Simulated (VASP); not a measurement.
A run of VASP 6.6.1 is set up as follows.

INCAR

```
  PREC = Accurate
  ENCUT = 520
  EDIFF = 1E-6
  ISMEAR = -1
  SIGMA = 0.05
  LREAL = F
  LASPH = T
  NELM = 150
  ALGO = Normal
  ISIF = 2
  LWAVE = F
  LCHARG = F
  MAGMOM = 0 0 0
  LORBIT = 11
  LSORBIT = T
  GGA_COMPAT = F
  LORBMOM = T
  GGA = PS
  NBANDS = 16
```

The input KPOINTS:

```
regular mesh
0
Gamma
  10 10 10
```

File POSCAR:

```
Sb
1.0
   -1.8713408863      1.8713408863      1.8713408863
    1.8713408863     -1.8713408863      1.8713408863
    1.8713408863      1.8713408863     -1.8713408863
Sb
1
Direct
    0.0000000000      0.0000000000      0.0000000000
```

Potentials or basis: VASP PAW PBE potentials, release 64 (Sb).

The run is started by

```bash
$ cat potpaw_PBE.64/Sb/POTCAR > POTCAR
$ mpirun -np 1 vasp_ncl > vasp.out
```

(1) Estimate the net moment.

(2) Predict the pressure.

Results:

(1) 0.00 μB per cell.

(2) 0.0 GPa.

Caveat: the PAW data sets were made with another functional, which shifts forces and pressure a little.
